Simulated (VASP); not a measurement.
**Bi4O: single point with PBE**

Bi4O:

```
Bi O
1.0
     5.07220    0.00000    0.00000
     0.00000    5.07220    0.00000
     0.00000    0.00000    5.07220
Bi O
4 1
Direct
  0.50000 0.00000 0.00000
  0.00000 0.50000 0.00000
  0.00000 0.00000 0.50000
  0.50000 0.50000 0.50000
  0.00000 0.00000 0.00000
```

The cell was generated, and may not be a known phase.

| Property | Result |
| --- | --- |
| Program | VASP 6.6.1 |
| Task | single point |
| Functional | PBE |
| Potentials or basis | VASP PAW PBE potentials, release 64 (Bi_d, O) |
| Cutoff | 520 eV |
| k mesh | 4 × 4 × 4 |
| Occupations | gaussian, width 0.1 eV |
| Spin | no spin polarisation |
| Dipole correction | no |
| Further INCAR settings | ALGO = Normal; EDIFF = 1e-06; NBANDS = 41 |

```json
{"Pressure": "0.6 GPa", "Band gap on the k mesh": "zero (bands 33 and 34 overlap by 3.78 eV)"}
```

Levels at points of the mesh, in eV from the Fermi level:
| k point | band 31 | band 32 | band 33 | band 34 | band 35 | band 36 |
| --- | --- | --- | --- | --- | --- | --- |
| (0.00, 0.00, 0.00) | -2.59 | 0.32 | 0.32 | 0.32 | 2.60 | 2.60 |
| (0.50, 0.00, 0.00) | -1.06 | -0.57 | -0.57 | -0.43 | -0.05 | 0.85 |
| (0.50, 0.50, 0.00) | -2.57 | -1.11 | -1.11 | -1.01 | -0.58 | 2.66 |
| (0.50, 0.50, 0.50) | -2.80 | -2.07 | 2.77 | 2.77 | 3.12 | 3.12 |

Wall time 40 s on 1 thread of Intel(R) Xeon(R) Platinum 8559C (Emerald Rapids), on a shared host, peak memory 0.24 GiB.

Caveat: spin-orbit coupling is left out, which moves the levels of the heavy elements.
